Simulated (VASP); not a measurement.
Runs of VASP 6.6.1 on NiO2. The structure is that of space group P-3m1 (No. 164), or close to it. The cells are those of the table. 

| cell | gap on the mesh (eV) | pressure (GPa) | largest force (eV/Å) |
| --- | --- | --- | --- |
| a = 2.940, b = 2.940, c = 4.378 Å, angles 90.0, 90.0, 120.0°, 3 atoms | (c) | -8.8 | 0.45 |
| a = 2.551, b = 2.551, c = 5.811 Å, angles 90.0, 90.0, 120.0°, 3 atoms | 1.37 | 14.8 | (b) |
| a = 2.620, b = 2.620, c = 5.509 Å, angles 90.0, 90.0, 120.0°, 3 atoms | 1.37 | 10.9 | 0.70 |
| a = 2.823, b = 2.823, c = 4.748 Å, angles 90.0, 90.0, 120.0°, 3 atoms | 0.94 | (a) | 0.20 |
| a = 2.697, b = 2.697, c = 5.199 Å, angles 90.0, 90.0, 120.0°, 3 atoms | 1.21 | (d) | 0.31 |

Alike in all rows: task single point; level PBEsol; potentials or basis VASP PAW PBE potentials, release 64 (Ni, O); no spin polarisation; k mesh 12 × 12 × 6; cutoff (eV) 520; smearing gaussian 0.05 eV.

Problem. Fill in the values left out.

Solution. (a) -1.7; (b) 1.09; (c) 0.61; (d) 6.1.

Caveats: the PAW data sets were made with another functional, which shifts forces and pressure a little.

A k mesh can miss the band edges.
